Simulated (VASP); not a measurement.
Write the native input for VASP 6.6.1 that does the following.

```
Task                   : single point
Functional             : PBE
Potentials or basis    : VASP PAW PBE potentials, release 64 (As_d)
Cutoff                 : 510 eV
k mesh                 : 6 × 6 × 6
Occupations            : gaussian, width 0.1 eV
Spin                   : no spin polarisation
Dipole correction      : no
Further INCAR settings : ALGO = Normal; EDIFF = 1e-06; NBANDS = 38
```

The structure of As lies in POSCAR:

```
As
1.0
   -1.6873792351      1.6873792351     11.7200707570
    1.6873792351     -1.6873792351     11.7200707570
    1.6873792351      1.6873792351    -11.7200707570
As
4
Direct
    0.0890407486      0.0890407486      0.0000000000
    0.8390407486      0.3390407486      0.5000000000
    0.9109592514      0.9109592514      0.0000000000
    0.6609592514      0.1609592514      0.5000000000
```

The cell was generated, and may not be a known phase.

The input as run:

INCAR

```
SYSTEM = As
PREC = Accurate ; ENCUT = 510
EDIFF = 1E-6 ; ISMEAR = 0
SIGMA = 0.1 ; LREAL = .FALSE.
LASPH = .TRUE. ; NELM = 120
ALGO = Normal ; ISIF = 2
LWAVE = .FALSE. ; LCHARG = .FALSE.
GGA = PE ; NBANDS = 38
GGA_COMPAT = .FALSE.
```

KPOINTS

```
regular mesh
0
G
  6 6 6
  0 0 0
```

Potentials or basis: VASP PAW PBE potentials, release 64 (As_d).

Run with:

```sh
$ cat potpaw_PBE.64/As_d/POTCAR > POTCAR
$ mpirun -np 1 vasp_std > vasp.out
```

It gave:

| Quantity | Value |
| --- | --- |
| Pressure | 0.2 GPa |
| Largest force | 0.008 eV/Å |
| Band gap on the k mesh | zero (bands 30 and 31 overlap by 2.50 eV) |

It took 16 min on 1 thread of Intel(R) Xeon(R) 6975P-C (Granite Rapids), on a shared host, peak memory 1.2 GiB.
